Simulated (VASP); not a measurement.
# SnO2 (I4_1/amd) in VASP: notebook

Runs on SnO2. Level: PBEsol. Tasks: single point.

Everything below comes from runs of VASP 6.6.1. Logs are shortened: lines on timing, memory, paths and dates and some standing lists are left out, and cuts for length are marked.

## Step 1: The cell of the first run

It takes space group I4_1/amd (No. 141, tetragonal). The conventional cell has a = 3.918 Å, b = 3.918 Å, c = 10.038 Å, α = 90.00°, β = 90.00°, γ = 90.00°. Within 2.7 Å of Sn (site symmetry -4m2) lie 6 O at 2.01 to 2.04 Å. Within 2.7 Å of O (site symmetry 2mm) lie 3 Sn at 2.01 to 2.04 Å and 2 O at 2.51 Å.

## Step 2: Single point, PBEsol (12.84 Å³/atom)

INCAR reads:

```
SYSTEM = SnO2
ALGO = Normal
EDIFF = 1E-7
ENCUT = 520
GGA = PS
ISIF = 2
ISMEAR = -1
LASPH = .True.
LCHARG = .False.
LREAL = .False.
LWAVE = .False.
NBANDS = 35
NELM = 60
PREC = Accurate
SIGMA = 0.05
```

KPOINTS reads:

```
k-points
0
Gamma
  9 9 9
  0 0 0
```

POSCAR reads:

```
SnO2
1.0
   -1.9592394280      1.9592394280      5.0190846328
    1.9592394280     -1.9592394280      5.0190846328
    1.9592394280      1.9592394280     -5.0190846328
Sn O
2 4
Direct
    0.0000000000      0.0000000000      0.0000000000
    0.7500000000      0.2500000000      0.5000000000
    0.5465225900      0.0465225900      0.5000000000
    0.2034774100      0.2034774100      0.0000000000
    0.9534774100      0.4534774100      0.5000000000
    0.7965225900      0.7965225900      0.0000000000
```

Potentials or basis: VASP PAW PBE potentials, release 64 (Sn_d, O).

Run with:

```bash
> cat potpaw_PBE.64/Sn_d/POTCAR potpaw_PBE.64/O/POTCAR > POTCAR
> mpirun -np 1 vasp_std > vasp.out
```

OUTCAR:

```text
SYSTEM = SnO2
   EDIFF = 1E-7
   ENCUT = 520
   GGA = PS
   ISIF = 2
   ISMEAR = -1
   LASPH = .True.
   LREAL = .False.
   NELM = 60
   PREC = Accurate

 ion  position               nearest neighbor table
   1  0.000  0.000  0.000-   3 2.01   5 2.01   3 2.01   5 2.01   4 2.04   6 2.04   2 3.18   2 3.18
                             2 3.18   2 3.18
   2  0.750  0.250  0.500-   6 2.01   4 2.01   6 2.01   4 2.01   3 2.04   5 2.04   1 3.18   1 3.18
                             1 3.18   1 3.18
   3  0.547  0.047  0.500-   1 2.01   1 2.01   2 2.04
   4  0.203  0.203  0.000-   2 2.01   2 2.01   1 2.04
   5  0.953  0.453  0.500-   1 2.01   1 2.01   2 2.04
   6  0.797  0.797  0.000-   2 2.01   2 2.01   1 2.04

  LATTYP: Found a body centered tetragonal cell.
 ALAT       =     3.9184788560
 C/A-ratio  =     2.5617515456

  Lattice vectors:

 A1 = (  -1.9592394280,   1.9592394280,   5.0190846328)
 A2 = (   1.9592394280,  -1.9592394280,   5.0190846328)
 A3 = (   1.9592394280,   1.9592394280,  -5.0190846328)

Analysis of symmetry for initial positions (statically):
=====================================================================
 Subroutine PRICEL returns:
 Original cell was already a primitive cell.

 Routine SETGRP: Setting up the symmetry group for a
 body centered tetragonal supercell.

 Subroutine GETGRP returns: Found 16 space group operations
 (whereof  8 operations were pure point group operations)
 out of a pool of 16 trial point group operations.

The static configuration has the point symmetry D_2d.
 The point group associated with its full space group is D_4h.

Analysis of symmetry for dynamics (positions and initial velocities):
=====================================================================
 Subroutine PRICEL returns:
 Original cell was already a primitive cell.

 Routine SETGRP: Setting up the symmetry group for a
 body centered tetragonal supercell.

 Subroutine GETGRP returns: Found 16 space group operations
 (whereof  8 operations were pure point group operations)
 out of a pool of 16 trial point group operations.

The dynamic configuration has the point symmetry D_2d.
 The point group associated with its full space group is D_4h.

 Subroutine INISYM returns: Found 16 space group operations
 (whereof  8 operations are pure point group operations),
 and found     1 'primitive' translations

----------------------------------------------------------------------------------------

                                     Primitive cell

  volume of cell :      77.0654

  direct lattice vectors                    reciprocal lattice vectors
    -1.959239428  1.959239428  5.019084633     0.000000000  0.255201071  0.099619759
     1.959239428 -1.959239428  5.019084633     0.255201071  0.000000000  0.099619759
     1.959239428  1.959239428 -5.019084633     0.255201071  0.255201071  0.000000000

  length of vectors
     5.733101152  5.733101152  5.733101152     0.273955622  0.273955622  0.360908815

  position of ions in fractional coordinates (direct lattice)
     0.000000000  0.000000000  0.000000000
     0.750000000  0.250000000  0.500000000
     0.546522590  0.046522590  0.500000000
     0.203477410  0.203477410  0.000000000
     0.953477410  0.453477410  0.500000000
     0.796522590  0.796522590  0.000000000

  ion indices of the primitive-cell ions
   primitive index   ion index
                 1           1
                 2           2
                 3           3
                 4           4
                 5           5
                 6           6

----------------------------------------------------------------------------------------

 KPOINTS: k-points

Automatic generation of k-mesh.
 Grid dimensions read from file:
 generate k-points for:    9    9    9

 Generating k-lattice:

  Cartesian coordinates                     Fractional coordinates (reciprocal lattice)
     0.000000000  0.028355675  0.011068862     0.111111111  0.000000000  0.000000000
     0.028355675  0.000000000  0.011068862     0.000000000  0.111111111  0.000000000
     0.028355675  0.028355675  0.000000000     0.000000000  0.000000000  0.111111111

  Length of vectors
     0.030439514  0.030439514  0.040100979

  Shift w.r.t. Gamma in fractional coordinates (k-lattice)
     0.000000000  0.000000000  0.000000000

 Subroutine IBZKPT returns following result:
 ===========================================

 Found     75 irreducible k-points:

 Following reciprocal coordinates:
            Coordinates               Weight
  0.000000  0.000000  0.000000      1.000000
  0.111111  0.000000 -0.000000      8.000000
  0.222222  0.000000 -0.000000      8.000000
  0.333333  0.000000 -0.000000      8.000000
  0.444444  0.000000 -0.000000      8.000000
  0.111111  0.111111 -0.000000      8.000000
[... 16 lines left out ...]
 -0.333333  0.333333  0.000000      4.000000
  0.444444  0.444444 -0.000000      8.000000
 [... further k-points ...]
   k-points           NKPTS =     75   k-points in BZ     NKDIM =     75   number of bands    NBANDS=     35
   number of dos      NEDOS =    301   number of ions     NIONS =      6
   total plane-waves  NPLWV = 110592
   dimension x,y,z NGX =    48 NGY =   48 NGZ =   48
   dimension x,y,z NGXF=    96 NGYF=   96 NGZF=   96
   ions per type =               2   4
   NGX,Y,Z   is equivalent  to a cutoff of  13.92, 13.92, 13.92 a.u.
   NGXF,Y,Z  is equivalent  to a cutoff of  27.84, 27.84, 27.84 a.u.
 SYSTEM =  SnO2
   PREC   = accura    normal or accurate (medium, high low for compatibility)
   ISTART =      0    job   : 0-new  1-cont  2-samecut
   ICHARG =      2    charge: 1-file 2-atom 10-const
   ISPIN  =      1    spin polarized calculation?
   LNONCOLLINEAR =      F non collinear calculations
   LSORBIT =      F    spin-orbit coupling
   LASPH  =      T    aspherical Exc in radial PAW
   ENCUT  =  520.0 eV  38.22 Ry    6.18 a.u.  10.66 10.66 10.66*2*pi/ulx,y,z
   NELM   =     60;   NELMIN=  2; NELMDL= -5     # of ELM steps
   EDIFF  = 0.1E-06   stopping-criterion for ELM
   LREAL  =      F    real-space projection
   EDIFFG = 0.1E-05   stopping-criterion for IOM
   NSW    =      0    number of steps for IOM
   IBRION =     -1    ionic relax: 0-MD 1-quasi-New 2-CG
   NFREE  =      0    steps in history (QN), initial steepest desc. (CG)
   ISIF   =      2    stress and relaxation
   ISYM   =      2    0-nonsym 1-usesym 2-fastsym
   POTIM  = 0.5000    time-step for ionic-motion
   TEBEG  =    0.0;   TEEND  =   0.0 temperature during run
   PSTRESS=    0.0 pullay stress
   NELECT =      52.0000    total number of electrons
   NUPDOWN=      -1.0000    fix difference up-down
   EMIN   =  10.00;   EMAX   =-10.00  energy-range for DOS
   EFERMI =   0.00;   METHOD = LEGACY
   ISMEAR =    -1;   SIGMA  =   0.05  broadening in eV -4-tet -1-fermi 0-gaus
   EFERMI_NEDOS =   21; number of points for ismear=-14 and -15
   IALGO  =     38    algorithm
   IMIX   =      4    mixing-type and parameters
     AMIX     =   0.40;   BMIX     =  1.00
     AMIX_MAG =   1.60;   BMIX_MAG =  1.00
  volume/ion in A,a.u.               =      12.84        86.68
  Fermi-wavevector in a.u.,A,eV,Ry     =   1.435895  2.713449 28.052427  2.061795
  Thomas-Fermi vector in A             =   2.555143
   LORBIT       =      0    0 simple, 1 ext, 2 COOP (PROOUT), +10 PAW based schemes
   GGA     = PS    functional components
   LHFCALC =     F    Hartree Fock is set to
   AEXX    =    0.0000 exact exchange contribution
   IVDW    =     0    specifies the selected vdW correction
   LEPSILON=     F    determine dielectric tensor
   LRPA    =     F    only Hartree local field effects (RPA)
 non-spin polarized calculation
  energy-cutoff  :      520.00
  volume of cell :       77.07
 maximum number of plane-waves:      2094
 NGX is ok and might be reduce to    48
   NGX = 21   NGY = 21   NGZ = 21

 number of electron      51.9999993 magnetization

 Free energy of the ion-electron system (eV)
  ---------------------------------------------------
  ext. energy  EPLUGINS =         0.00000000
  ---------------------------------------------------
  free energy    TOTEN  =       -38.98742957 eV

  energy without entropy =      -38.98742957  energy(sigma->0) =      -38.98742957

 E-fermi :   5.6394     XC(G=0): -10.8709

 val. band max:        4.5547786754   @ k =   0.2222   0.2222   0.2222
 cond. band min:       6.7809794527   @ k =   0.0000   0.0000   0.0000
 fundamental gap:      2.2262007773
 Fermi energy:         5.6393787424

 k-point     1 :       0.0000    0.0000    0.0000
  band No.  band energies     occupation
      1     -15.8219      2.00000
      2     -15.8108      2.00000
      3     -15.6221      2.00000
      4     -14.9484      2.00000
      5     -14.7644      2.00000
      6     -14.7644      2.00000
[... 27 lines left out ...]
     34      17.1160      0.00000
     35      17.4504      0.00000

 k-point     2 :       0.1111    0.0000   -0.0000
  band No.  band energies     occupation
      1     -15.8529      2.00000
      2     -15.7292      2.00000
      3     -15.6039      2.00000
      4     -14.9549      2.00000
      5     -14.7681      2.00000
      6     -14.7616      2.00000
[... 27 lines left out ...]
     34      16.7395      0.00000
     35      17.2130      0.00000

 k-point     3 :       0.2222    0.0000   -0.0000
  band No.  band energies     occupation
      1     -15.8538      2.00000
      2     -15.6490      2.00000
      3     -15.5053      2.00000
      4     -14.9697      2.00000
      5     -14.7768      2.00000
      6     -14.7557      2.00000
[... 27 lines left out ...]
     34      16.4280      0.00000
     35      16.7309      0.00000

 k-point     4 :       0.3333    0.0000   -0.0000
  band No.  band energies     occupation
      1     -15.8469      2.00000
      2     -15.6113      2.00000
      3     -15.3424      2.00000
      4     -14.9826      2.00000
      5     -14.7860      2.00000
      6     -14.7470      2.00000
[... 27 lines left out ...]
     34      16.4330      0.00000
     35      16.8620      0.00000

 k-point     5 :       0.4444    0.0000   -0.0000
  band No.  band energies     occupation
      1     -15.8433      2.00000
      2     -15.5914      2.00000
      3     -15.2299      2.00000
      4     -14.9881      2.00000
      5     -14.7916      2.00000
      6     -14.7337      2.00000
[... 638 lines left out ...]
 k-point    22 :      -0.4444    0.3333   -0.0000
  band No.  band energies     occupation
      1     -15.5745      2.00000
      2     -15.3457      2.00000
      3     -15.1547      2.00000
      4     -14.9677      2.00000
      5     -14.8447      2.00000
      6     -14.6664      2.00000
[... 27 lines left out ...]
     34      16.1335      0.00000
     35      17.1474      0.00000

 k-point    23 :      -0.3333    0.3333    0.0000
  band No.  band energies     occupation
      1     -15.6066      2.00000
      2     -15.2973      2.00000
      3     -15.2458      2.00000
      4     -15.1261      2.00000
      5     -14.8148      2.00000
      6     -14.6845      2.00000
[... 27 lines left out ...]
     34      15.8970      0.00000
     35      16.7758      0.00000

 k-point    24 :       0.4444    0.4444   -0.0000
  band No.  band energies     occupation
      1     -15.4648      2.00000
      2     -15.4450      2.00000
      3     -14.9694      2.00000
      4     -14.9454      2.00000
      5     -14.7754      2.00000
      6     -14.7484      2.00000
[... 27 lines left out ...]
     34      16.5139      0.00000
     35      17.5215      0.00000

 [... further k-points ...]

------------------------ aborting loop because EDIFF is reached ----------------------------------------

  FORCE on cell =-STRESS in cart. coord.  units (eV):
  Direction    XX          YY          ZZ          XY          YZ          ZX
  --------------------------------------------------------------------------------------
  -------------------------------------------------------------------------------------
  Total        6.5670086      6.5670086      7.2219216      0.0000000      0.0000000      0.0000000
  in kB      136.5270274    136.5270274    150.1425607      0.0000000      0.0000000      0.0000000
  external PRESSURE =     141.0655385 kB  Pullay stress =       0.0000000 kB

 VOLUME and BASIS-vectors are now :
 -----------------------------------------------------------------------------
  energy-cutoff  :      520.00
  volume of cell :       77.07
      direct lattice vectors                 reciprocal lattice vectors
    -1.959239428  1.959239428  5.019084633     0.000000000  0.255201071  0.099619759
     1.959239428 -1.959239428  5.019084633     0.255201071  0.000000000  0.099619759
     1.959239428  1.959239428 -5.019084633     0.255201071  0.255201071  0.000000000

 POSITION                                       TOTAL-FORCE (eV/Angst)
 -----------------------------------------------------------------------------------
      0.00000      0.00000      0.00000         0.000000      0.000000      0.000000
      0.00000      1.95924      2.50954         0.000000      0.000000      0.000000
      0.00000      1.95924      0.46700        -0.000000      0.000000     -0.354777
      0.00000      0.00000      2.04254         0.000000     -0.000000      0.354777
      0.00000      1.95924      4.55208        -0.000000      0.000000      0.354777
      0.00000      0.00000      7.99563         0.000000     -0.000000     -0.354777
 -----------------------------------------------------------------------------------
    total drift:                               -0.000000      0.000000     -0.000000

  FREE ENERGIE OF THE ION-ELECTRON SYSTEM (eV)
  ---------------------------------------------------
  free  energy   TOTEN  =       -38.9874295704 eV

  energy  without entropy=      -38.9874295704  energy(sigma->0) =      -38.98742957
```

Run time: 4.3 min. Hardware: 1 thread of Intel Xeon Platinum 8488C (Sapphire Rapids), shared host; peak memory 0.4 GiB.

Results:

* Free energy: -38.9874 eV
* Pressure: 14.1 GPa
* Largest force: 0.355 eV/Å
* Band gap on the k mesh: 2.23 eV (least direct gap 2.67 eV)

Forces on the atoms (eV/Å):
```
Sn   0.000  0.000  0.000
Sn   0.000  0.000  0.000
O    0.000  0.000 -0.355
O    0.000  0.000  0.355
O    0.000  0.000  0.355
O    0.000  0.000 -0.355
```

Caveat: the cell stands under pressure; the PAW data sets were made with another functional, which shifts forces and pressure a little; spin-orbit coupling is left out, which moves the levels of the heavy elements.

## Step 3: Single point, PBEsol (13.12 Å³/atom)

This run uses another cell than the first one, of 13.12 Å³/atom.

INCAR reads:

```
SYSTEM = SnO2
PREC = Accurate
ENCUT = 520
EDIFF = 1E-7
ISMEAR = -1
SIGMA = 0.05
LREAL = .False.
LASPH = .True.
NELM = 100
ALGO = Normal
ISIF = 2
LWAVE = .False.
LCHARG = .False.
GGA = PS
NBANDS = 35
```

KPOINTS reads:

```
regular mesh
0
Gamma
  9 9 9
  0 0 0
```

POSCAR: that of step 2 with these lines changed.

```diff
@@ -2,5 +2,5 @@
 1.0
-   -1.9592394280      1.9592394280      5.0190846328
-    1.9592394280     -1.9592394280      5.0190846328
-    1.9592394280      1.9592394280     -5.0190846328
+   -1.9730373434      1.9730373434      5.0544314638
+    1.9730373434     -1.9730373434      5.0544314638
+    1.9730373434      1.9730373434     -5.0544314638
 Sn O
```

Potentials or basis: VASP PAW PBE potentials, release 64 (Sn_d, O).

Run with:

```bash
> cat potpaw_PBE.64/Sn_d/POTCAR potpaw_PBE.64/O/POTCAR > POTCAR
> mpirun -np 1 vasp_std > vasp.out
```

Run time: 4.2 min. Hardware: 1 thread of Intel Xeon Platinum 8488C (Sapphire Rapids), shared host; peak memory 0.4 GiB.

The run converged. Its results:

- Free energy: -39.1092 eV
- Pressure: 9.3 GPa
- Largest force: 0.206 eV/Å
- Band gap on the k mesh: 1.99 eV (least direct gap 2.42 eV)

Forces on the atoms (eV/Å):
```
Sn   0.000  0.000  0.000
Sn   0.000  0.000  0.000
O    0.000  0.000 -0.206
O    0.000  0.000  0.206
O    0.000  0.000  0.206
O    0.000  0.000 -0.206
```

Stress tensor (GPa, compression positive):
```
9.14 0.00 0.00
0.00 9.14 0.00
0.00 0.00 9.68
```

Levels at points of the mesh, in eV from the valence-band top:
```
           k point  band 22  band 23  band 24  band 25  band 26  band 27  band 28  band 29  band 30  band 31
(0.00, 0.00, 0.00)    -1.05    -0.69    -0.69    -0.42    -0.42     1.99     5.97     9.41     9.97    10.04
```

Caveat: the cell stands under pressure; the PAW data sets were made with another functional, which shifts forces and pressure a little; spin-orbit coupling is left out, which moves the levels of the heavy elements.
